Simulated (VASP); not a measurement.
## HgTe (Coloradoite): single point with PBE

HgTe (Coloradoite):

```
Hg Te
1.0
     0.00000    3.21450    3.21450
     3.21450    0.00000    3.21450
     3.21450    3.21450    0.00000
Hg Te
1 1
Direct
  0.00000 0.00000 0.00000
  0.75000 0.75000 0.75000
```

```
Program                : VASP 6.6.1
Task                   : single point
Functional             : PBE
Potentials or basis    : VASP PAW PBE potentials, release 64 (Hg, Te)
Cutoff                 : 520 eV
k mesh                 : 7 × 7 × 7
Occupations            : gaussian, width 0.015 eV
Spin                   : no spin polarisation
Dipole correction      : no
Further INCAR settings : ALGO = Normal; EDIFF = 1e-06; NBANDS = 16
```

```json
{
  "Pressure": "4.6 GPa",
  "Band gap on the k mesh": "zero (filled and empty bands touch)"
}
```

Levels at points of the mesh, in eV from the Fermi level:
```
           k point  band 7  band 8  band 9  band 10  band 11  band 12
(0.00, 0.00, 0.00)   -0.69    0.00    0.00     0.00     4.19     4.19
```

Wall time 31 s on 1 thread of Intel Xeon 8259CL, on a shared host, peak memory 0.21 GiB.

Caveat: spin-orbit coupling is left out, which moves the levels of the heavy elements.
